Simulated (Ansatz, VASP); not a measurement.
## Two plane-wave programs on Sc3Al

File POSCAR:

```
Sc3Al
1.0
    4.5137284314      0.0000000000      0.0000000000
    0.0000000000      4.5137284314      0.0000000000
    0.0000000000      0.0000000000      4.5137284314
Sc Al
3 1
Direct
    0.5000000000      0.0000000000      0.5000000000
    0.0000000000      0.5000000000      0.5000000000
    0.5000000000      0.5000000000      0.0000000000
    0.0000000000      0.0000000000      0.0000000000
```

File INCAR.step1:

```
PREC     = Accurate       # precision mode
ENCUT    = 520            # plane-wave cutoff, eV
ISMEAR   = 0              # smearing method
SIGMA    = 0.1            # smearing width, eV
LREAL    = False          # projectors in reciprocal space
LASPH    = True           # aspherical terms in the spheres
NELM     = 100            # most SCF steps
NBANDS   = 26             # bands
GGA      = PE             # functional
ALGO     = Normal         # electronic algorithm
EDIFF    = 1E-4           # SCF threshold, eV
LWAVE    = True           # write WAVECAR
LCHARG   = False          # write CHGCAR
```

Contents of INCAR.step2:

```
PREC     = Accurate       # precision mode
ENCUT    = 520            # plane-wave cutoff, eV
EDIFF    = 1E-6           # SCF threshold, eV
ISMEAR   = 0              # smearing method
SIGMA    = 0.1            # smearing width, eV
LREAL    = False          # projectors in reciprocal space
LASPH    = True           # aspherical terms in the spheres
NELM     = 100            # most SCF steps
ALGO     = Normal         # electronic algorithm
ISIF     = 2              # what is computed and relaxed
LWAVE    = False          # write WAVECAR
LCHARG   = False          # write CHGCAR
METAGGA  = R2SCAN         # meta-GGA
LMIXTAU  = True         
NBANDS   = 26             # bands
ISTART   = 1
```

Contents of KPOINTS:

```
regular mesh
0
Gamma
  10 10 10
```

Input for Ansatz:

```yaml
crystal:
  lattice:
    - [4.5137284315, 0.0, 0.0]
    - [0.0, 4.5137284315, 0.0]
    - [0.0, 0.0, 4.5137284315]
  atoms:
    - { symbol: Sc, position: [0.5, 0.0, 0.5] }
    - { symbol: Sc, position: [0.0, 0.5, 0.5] }
    - { symbol: Sc, position: [0.5, 0.5, 0.0] }
    - { symbol: Al, position: [0.0, 0.0, 0.0] }
basis:
  ecutwfc: 500
kpoints:
  mp_grid: { grid: [10, 10, 10] }
hamiltonian:
  xc: r2scan
scf:
  occupations: { method: gaussian, width: 0.1 }
output:
  forces: true
  stress: true
  eigenvalues: true
```

Alike in both runs: task single point; functional r2SCAN; k mesh 10 × 10 × 10; occupations gaussian, width 0.1 eV; no spin polarisation.

```csv
,VASP,Ansatz
version,VASP 6.6.1,Ansatz 0.2.0
potentials or method,"VASP PAW PBE potentials, release 64 (Sc_sv, Al), cutoff 520 eV","scalar-relativistic, plane waves, PAW"
valence electrons in the cell,36,36
```

VASP gave:

- gap on the k mesh at the Fermi level (eV): none
- pressure (GPa): -3.3

Question: What did Ansatz give for the same quantities?

Answer: gap on the k mesh at the Fermi level (eV): none; pressure (GPa): -3.4.

VASP's potentials were made for PBE, not for r2SCAN. A gap of «none» marks a metal or a gap that the smearing closes.
